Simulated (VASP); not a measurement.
Set up this calculation in VASP 6.6.1, as the native input.

- Task: single point
- Functional: PBE
- Potentials or basis: VASP PAW PBE potentials, release 64 (Be)
- Cutoff: 520 eV
- k mesh: 10 × 10 × 10
- Occupations: fermi-dirac, width 0.1 eV
- Spin: no spin polarisation
- Dipole correction: no
- Further INCAR settings: ALGO = Normal; EDIFF = 1e-07; NBANDS = 7

The structure of Be lies in POSCAR:

```
Be
1.0
   -1.2739720000      1.2739720000      1.2739720000
    1.2739720000     -1.2739720000      1.2739720000
    1.2739720000      1.2739720000     -1.2739720000
Be
1
Direct
    0.0000000000      0.0000000000      0.0000000000
```

One way to write it, as run:

INCAR

```
PREC = Accurate
ENCUT = 520
EDIFF = 1E-7
ISMEAR = -1
SIGMA = 0.1
LREAL = False
LASPH = True
NELM = 80
ALGO = Normal
ISIF = 2
LWAVE = False
LCHARG = True
GGA = PE
LELF = True
LVHAR = True
NBANDS = 7
```

KPOINTS

```
regular mesh
0
Gamma
  10 10 10
```

Potentials or basis: VASP PAW PBE potentials, release 64 (Be).

Run with:

```sh
$ cat potpaw_PBE.64/Be/POTCAR > POTCAR
$ mpirun -np 1 vasp_std > vasp.out
```

Results of the run:

```json
{
 "Pressure": "-6.1 GPa",
 "Band gap on the k mesh": "zero (band 1 reaches 11.31 eV, above the bottom of band 2 at 6.52 eV)"
}
```

Wall time 3.1 s on 1 thread of Intel Xeon 6975P-C, with other jobs on the host, peak memory 0.11 GiB.
